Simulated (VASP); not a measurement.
ZnS:

```
Zn S
1.0
     0.00000    2.70200    2.70200
     2.70200    0.00000    2.70200
     2.70200    2.70200    0.00000
Zn S
1 1
Direct
  0.75000 0.75000 0.75000
  0.00000 0.00000 0.00000
```

- Program: VASP 6.6.1
- Task: relaxation of cell and atoms
- Functional: revPBE
- Dispersion: D4
- Potentials or basis: VASP PAW PBE potentials, release 64 (Zn, S)
- Cutoff: 600 eV
- k mesh: 9 × 9 × 9
- Occupations: fermi-dirac, width 0.05 eV
- Spin: no spin polarisation

At the start: pressure -1.8 GPa; volume 19.73 Å³/atom.

Q: Where does the relaxation end?

A: Over 3 steps the energy falls by 2.6 meV/atom and the volume is 19.26 Å³/atom (-2.4 %); space group F-43m (No. 216, to 0.05 Å).

The path:
```tsv
step	energy change (eV)	largest force (eV/Å)	pressure (GPa)	volume (Å³)
1	0.0000	0.0000	-1.76	39.45
2	-0.0048	0.0000	0.64	38.23
3	-0.0052	0.0000	-0.06	38.52
```

Final structure:
```yaml
crystal:
  lattice:
    - [0.00000, 2.68054, 2.68054]
    - [2.68054, 0.00000, 2.68054]
    - [2.68054, 2.68054, 0.00000]
  atoms:
    - { symbol: Zn, position: [0.75000, 0.75000, 0.75000] }
    - { symbol: S, position: [0.00000, 0.00000, 0.00000] }
```

Caveat: the PAW data sets were made with another functional, which shifts forces and pressure a little.
